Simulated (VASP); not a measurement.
# Tl2PbCl4 in VASP: single point with PBEsol

Aim: the single point of Tl2PbCl4 with PBEsol.

All numbers are computed with VASP 6.6.1; they aren't measurements. Logs are shortened: lines on timing, memory, paths and dates and some standing lists are left out, and cuts for length are marked.

### 1 The cell of the first run

The typed cell holds 7 atoms: a = 6.864 Å, b = 6.861 Å, c = 4.735 Å, α = 90.00°, β = 90.00°, γ = 68.08°.

### 2 Single point, PBEsol

INCAR

```
SYSTEM = Tl2PbCl4
PREC = Accurate
ENCUT = 520
EDIFF = 1E-6
ISMEAR = -1
SIGMA = 0.05
LREAL = .FALSE.
LASPH = .TRUE.
NELM = 60
ALGO = Normal
ISIF = 2
LWAVE = .FALSE.
LCHARG = .FALSE.
GGA = PS
NBANDS = 43
```

KPOINTS

```
regular mesh
0
G
  4 4 4
  0 0 0
```

POSCAR

```
Tl2PbCl4
1.0
    5.6871495970     -3.8420542791      0.0509630231
    5.6851254902      3.8402344362      0.0519739331
   -0.0424155067     -0.0006501796      4.7350132896
Tl Pb Cl
2 1 4
Direct
    0.3538188440      0.3546789869      0.2107039056
    0.6396743534      0.6405676696      0.7106636672
   -0.0442534827     -0.0433796464      0.2106936713
    0.1164895599      0.6694780687      0.7106806944
    0.3699087050      0.9061173243      0.2106593456
    0.9053096131      0.3709271892      0.2106692305
    0.6685594389      0.1174347937      0.7106938881
```

Potentials or basis: VASP PAW PBE potentials, release 64 (Tl_d, Pb_d, Cl).

The run is started by

```bash
cat potpaw_PBE.64/Tl_d/POTCAR potpaw_PBE.64/Pb_d/POTCAR potpaw_PBE.64/Cl/POTCAR > POTCAR
mpirun -np 1 vasp_std > vasp.out
```

OUTCAR:

```text
SYSTEM = Tl2PbCl4
   PREC = Accurate
   ENCUT = 520
   EDIFF = 1E-6
   ISMEAR = -1
   LREAL = .FALSE.
   LASPH = .TRUE.
   NELM = 60
   ISIF = 2
   GGA = PS

 ion  position               nearest neighbor table
   1  0.354  0.355  0.211-   5 3.04   6 3.04   7 3.21   7 3.21   4 3.21   4 3.21   3 4.01   3 4.01
                             2 4.02   2 4.02
   2  0.640  0.641  0.711-   6 3.14   6 3.14   5 3.14   5 3.14   7 3.35   4 3.35   1 4.02   1 4.02

   3  0.956  0.957  0.211-   6 2.73   5 2.73   4 3.01   4 3.01   7 3.01   7 3.01   1 4.01   1 4.01

   4  0.116  0.669  0.711-   3 3.01   3 3.01   1 3.21   1 3.21   2 3.35
   5  0.370  0.906  0.211-   3 2.73   1 3.04   2 3.14   2 3.14
   6  0.905  0.371  0.211-   3 2.73   1 3.04   2 3.14   2 3.14
   7  0.669  0.117  0.711-   3 3.01   3 3.01   1 3.21   1 3.21   2 3.35

  LATTYP: Found a triclinic cell.
 ALAT       =     9.0243820116
 B/A-ratio  =     1.4236894732
 C/A-ratio  =     0.5247121964
 COS(alpha) =     0.0000384730
 COS(beta)  =     0.5247093334
 COS(gamma) =     0.7633844423

  Lattice vectors:

 A1 = (   0.0444396135,  -7.6816385357,  -4.7360241996)
 A2 = (  -5.6831013834, -11.5225231515,  -0.0529848431)
 A3 = (   0.0424155067,   0.0006501796,  -4.7350132896)

Analysis of symmetry for initial positions (statically):
=====================================================================
 Subroutine PRICEL returns:
 Original cell was already a primitive cell.

 Routine SETGRP: Setting up the symmetry group for a
 triclinic supercell.

 Subroutine GETGRP returns: Found  1 space group operations
 (whereof  1 operations were pure point group operations)
 out of a pool of  2 trial point group operations.

The static configuration has the point symmetry C_1 .

Analysis of symmetry for dynamics (positions and initial velocities):
=====================================================================
 Subroutine PRICEL returns:
 Original cell was already a primitive cell.

 Routine SETGRP: Setting up the symmetry group for a
 triclinic supercell.

 Subroutine GETGRP returns: Found  1 space group operations
 (whereof  1 operations were pure point group operations)
 out of a pool of  2 trial point group operations.

The dynamic configuration has the point symmetry C_1 .

 Subroutine INISYM returns: Found  1 space group operations
 (whereof  1 operations are pure point group operations),
 and found     1 'primitive' translations

----------------------------------------------------------------------------------------

                                     Primitive cell

  volume of cell :     206.8542

  direct lattice vectors                    reciprocal lattice vectors
     5.687149597 -3.842054279  0.050963023     0.087905360 -0.130146482  0.000769572
     5.685125490  3.840234436  0.051973933     0.087946694  0.130192607  0.000805690
    -0.042415507 -0.000650180  4.735013290    -0.001911475 -0.000028292  0.211175522

  length of vectors
     6.863501209  6.860812900  4.735203306     0.157054294  0.157115833  0.211184175

  position of ions in fractional coordinates (direct lattice)
     0.353818844  0.354678987  0.210703906
     0.639674353  0.640567670  0.710663667
     0.955746517  0.956620354  0.210693671
     0.116489560  0.669478069  0.710680694
     0.369908705  0.906117324  0.210659346
     0.905309613  0.370927189  0.210669231
     0.668559439  0.117434794  0.710693888

  ion indices of the primitive-cell ions
   primitive index   ion index
                 1           1
                 2           2
                 3           3
                 4           4
                 5           5
                 6           6
                 7           7

----------------------------------------------------------------------------------------

 KPOINTS: regular mesh

Automatic generation of k-mesh.
 Grid dimensions read from file:
 generate k-points for:    4    4    4

 Generating k-lattice:

  Cartesian coordinates                     Fractional coordinates (reciprocal lattice)
     0.021976340 -0.032536620  0.000192393     0.250000000  0.000000000  0.000000000
     0.021986673  0.032548152  0.000201422    -0.000000000  0.250000000 -0.000000000
    -0.000477869 -0.000007073  0.052793881     0.000000000  0.000000000  0.250000000

  Length of vectors
     0.039263574  0.039278958  0.052796044

  Shift w.r.t. Gamma in fractional coordinates (k-lattice)
     0.000000000  0.000000000  0.000000000

 Subroutine IBZKPT returns following result:
 ===========================================

 Found     36 irreducible k-points:

 Following reciprocal coordinates:
            Coordinates               Weight
  0.000000  0.000000  0.000000      1.000000
  0.250000  0.000000  0.000000      2.000000
  0.500000  0.000000  0.000000      1.000000
 -0.000000  0.250000 -0.000000      2.000000
  0.250000  0.250000  0.000000      2.000000
  0.500000  0.250000  0.000000      2.000000
[... 16 lines left out ...]
 -0.000000 -0.250000  0.250000      2.000000
  0.250000 -0.250000  0.250000      2.000000
 [... further k-points ...]
   k-points           NKPTS =     36   k-points in BZ     NKDIM =     36   number of bands    NBANDS=     43
   number of dos      NEDOS =    301   number of ions     NIONS =      7
   total plane-waves  NPLWV = 104976
   dimension x,y,z NGX =    54 NGY =   54 NGZ =   36
   dimension x,y,z NGXF=   108 NGYF=  108 NGZF=   72
   ions per type =               2   1   4
   NGX,Y,Z   is equivalent  to a cutoff of  13.08, 13.08, 12.64 a.u.
   NGXF,Y,Z  is equivalent  to a cutoff of  26.16, 26.17, 25.28 a.u.
 SYSTEM =  Tl2PbCl4
   PREC   = accura    normal or accurate (medium, high low for compatibility)
   ISTART =      0    job   : 0-new  1-cont  2-samecut
   ICHARG =      2    charge: 1-file 2-atom 10-const
   ISPIN  =      1    spin polarized calculation?
   LNONCOLLINEAR =      F non collinear calculations
   LSORBIT =      F    spin-orbit coupling
   LASPH  =      T    aspherical Exc in radial PAW
   ENCUT  =  520.0 eV  38.22 Ry    6.18 a.u.  12.76 12.76  8.80*2*pi/ulx,y,z
   NELM   =     60;   NELMIN=  2; NELMDL= -5     # of ELM steps
   EDIFF  = 0.1E-05   stopping-criterion for ELM
   LREAL  =      F    real-space projection
   EDIFFG = 0.1E-04   stopping-criterion for IOM
   NSW    =      0    number of steps for IOM
   IBRION =     -1    ionic relax: 0-MD 1-quasi-New 2-CG
   NFREE  =      0    steps in history (QN), initial steepest desc. (CG)
   ISIF   =      2    stress and relaxation
   ISYM   =      2    0-nonsym 1-usesym 2-fastsym
   POTIM  = 0.5000    time-step for ionic-motion
   TEBEG  =    0.0;   TEEND  =   0.0 temperature during run
   PSTRESS=    0.0 pullay stress
   NELECT =      68.0000    total number of electrons
   NUPDOWN=      -1.0000    fix difference up-down
   EMIN   =  10.00;   EMAX   =-10.00  energy-range for DOS
   EFERMI =   0.00;   METHOD = LEGACY
   ISMEAR =    -1;   SIGMA  =   0.05  broadening in eV -4-tet -1-fermi 0-gaus
   EFERMI_NEDOS =   21; number of points for ismear=-14 and -15
   IALGO  =     38    algorithm
   IMIX   =      4    mixing-type and parameters
     AMIX     =   0.40;   BMIX     =  1.00
     AMIX_MAG =   1.60;   BMIX_MAG =  1.00
  volume/ion in A,a.u.               =      29.55       199.42
  Fermi-wavevector in a.u.,A,eV,Ry     =   1.129856  2.135118 17.368844  1.276574
  Thomas-Fermi vector in A             =   2.266550
   LORBIT       =      0    0 simple, 1 ext, 2 COOP (PROOUT), +10 PAW based schemes
   GGA     = PS    functional components
   LHFCALC =     F    Hartree Fock is set to
   AEXX    =    0.0000 exact exchange contribution
   IVDW    =     0    specifies the selected vdW correction
   LEPSILON=     F    determine dielectric tensor
   LRPA    =     F    only Hartree local field effects (RPA)
 non-spin polarized calculation
  energy-cutoff  :      520.00
  volume of cell :      206.85
 maximum number of plane-waves:      5620
 NGX is ok and might be reduce to    54
   NGX = 25   NGY = 25   NGZ = 17

 number of electron      68.0000001 magnetization

 Free energy of the ion-electron system (eV)
  ---------------------------------------------------
  ext. energy  EPLUGINS =         0.00000000
  ---------------------------------------------------
  free energy    TOTEN  =       -24.13733932 eV

  energy without entropy =      -24.13733932  energy(sigma->0) =      -24.13733932

 E-fermi :   3.0288     XC(G=0):  -8.8511

 val. band max:        1.9993766006   @ k =   0.5000   0.5000   0.5000
 cond. band min:       4.2661605636   @ k =   0.5000   0.5000   0.0000
 fundamental gap:      2.2667839630
 Fermi energy:         3.0288070855

 k-point     1 :       0.0000    0.0000    0.0000
  band No.  band energies     occupation
      1     -13.9317      2.00000
      2     -13.9019      2.00000
      3     -13.8296      2.00000
      4     -13.8202      2.00000
      5     -13.8193      2.00000
      6     -12.1118      2.00000
[... 35 lines left out ...]
     42       8.3740      0.00000
     43       8.7943      0.00000

 k-point     2 :       0.2500    0.0000    0.0000
  band No.  band energies     occupation
      1     -13.9304      2.00000
      2     -13.9013      2.00000
      3     -13.8296      2.00000
      4     -13.8202      2.00000
      5     -13.8193      2.00000
      6     -12.0563      2.00000
[... 35 lines left out ...]
     42       8.1733      0.00000
     43       8.5182      0.00000

 k-point     3 :       0.5000    0.0000    0.0000
  band No.  band energies     occupation
      1     -13.9292      2.00000
      2     -13.9006      2.00000
      3     -13.8296      2.00000
      4     -13.8202      2.00000
      5     -13.8193      2.00000
      6     -11.9729      2.00000
[... 919 lines left out ...]
      6     -11.9598      2.00000
[... 35 lines left out ...]
     42       8.1037      0.00000
     43       8.5506      0.00000

 k-point    24 :       0.2500   -0.2500    0.2500
  band No.  band energies     occupation
      1     -13.9273      2.00000
      2     -13.8861      2.00000
      3     -13.8474      2.00000
      4     -13.8354      2.00000
      5     -13.8180      2.00000
      6     -11.9082      2.00000
[... 35 lines left out ...]
     42       8.2130      0.00000
     43       8.4955      0.00000

 [... further k-points ...]

------------------------ aborting loop because EDIFF is reached ----------------------------------------

  FORCE on cell =-STRESS in cart. coord.  units (eV):
  Direction    XX          YY          ZZ          XY          YZ          ZX
  --------------------------------------------------------------------------------------
  -------------------------------------------------------------------------------------
  Total       -0.0614728     -0.0601328     -0.0704231      0.0006282      0.0001827     -0.0008696
  in kB       -0.4761336     -0.4657555     -0.5454584      0.0048655      0.0014152     -0.0067354
  external PRESSURE =      -0.4957825 kB  Pullay stress =       0.0000000 kB

 VOLUME and BASIS-vectors are now :
 -----------------------------------------------------------------------------
  energy-cutoff  :      520.00
  volume of cell :      206.85
      direct lattice vectors                 reciprocal lattice vectors
     5.687149597 -3.842054279  0.050963023     0.087905360 -0.130146482  0.000769572
     5.685125490  3.840234436  0.051973933     0.087946694  0.130192607  0.000805690
    -0.042415507 -0.000650180  4.735013290    -0.001911475 -0.000028292  0.211175522

 POSITION                                       TOTAL-FORCE (eV/Angst)
 -----------------------------------------------------------------------------------
      4.01968      0.00252      1.03415         0.002452      0.000230     -0.000176
      7.24949      0.00180      3.43089         0.000178     -0.000100     -0.000116
     10.86504      0.00148      1.09606        -0.005005     -0.000128     -0.000048
      4.43842      2.12293      3.40581        -0.001605     -0.005889      0.000109
      7.24618      2.05836      1.06342         0.002797     -0.003881      0.000168
      7.24846     -2.05394      1.06294         0.002809      0.003866      0.000091
      4.43968     -2.11813      3.40532        -0.001626      0.005903     -0.000027
 -----------------------------------------------------------------------------------
    total drift:                               -0.000175     -0.000054      0.000271

  FREE ENERGIE OF THE ION-ELECTRON SYSTEM (eV)
  ---------------------------------------------------
  free  energy   TOTEN  =       -24.1373393194 eV

  energy  without entropy=      -24.1373393194  energy(sigma->0) =      -24.13733932
```

Run time: 5.4 min. Hardware: 1 thread of Intel Xeon Platinum 8259CL at 2.50GHz (Skylake/Cascade Lake), shared host; peak memory 0.48 GiB.

Results:

```
Free energy            : -24.1373 eV
Pressure               : 0.0 GPa
Largest force          : 0.006 eV/Å
Band gap on the k mesh : 2.27 eV (least direct gap 2.40 eV)
```

Forces in eV/Å, atoms in the order of the input:
```
Tl   0.002  0.000  0.000
Tl   0.000  0.000  0.000
Pb  -0.005  0.000  0.000
Cl  -0.002 -0.006  0.000
Cl   0.003 -0.004  0.000
Cl   0.003  0.004  0.000
Cl  -0.002  0.006  0.000
```

Levels at points of the mesh, in eV from the valence-band top:
```
           k point  band 30  band 31  band 32  band 33  band 34  band 35  band 36  band 37  band 38  band 39
(0.00, 0.00, 0.00)    -1.50    -1.48    -1.22    -1.10    -0.52     3.62     3.69     4.34     5.04     5.44
(0.50, 0.00, 0.00)    -1.62    -1.42    -0.96    -0.60    -0.26     3.24     3.98     4.20     4.32     4.69
(0.00, 0.50, 0.00)    -1.62    -1.42    -0.96    -0.60    -0.26     3.23     3.98     4.20     4.32     4.69
(0.50, 0.50, 0.00)    -1.17    -1.06    -0.97    -0.79    -0.14     2.27     2.43     3.46     4.10     4.54
(0.00, 0.00, 0.50)    -1.16    -1.12    -0.86    -0.79    -0.11     3.28     4.55     5.03     5.20     5.39
(0.50, 0.00, 0.50)    -1.34    -1.23    -0.85    -0.65    -0.43     3.71     4.12     4.35     4.44     5.15
(0.00, 0.50, 0.50)    -1.33    -1.23    -0.85    -0.65    -0.43     3.71     4.11     4.35     4.44     5.14
(0.50, 0.50, 0.50)    -1.31    -1.08    -1.06    -0.52     0.00     2.47     2.72     4.01     4.49     4.62
```

Caveat: the PAW data sets were made with another functional, which shifts forces and pressure a little; spin-orbit coupling is left out, which moves the levels of the heavy elements. A k mesh can miss the band edges.
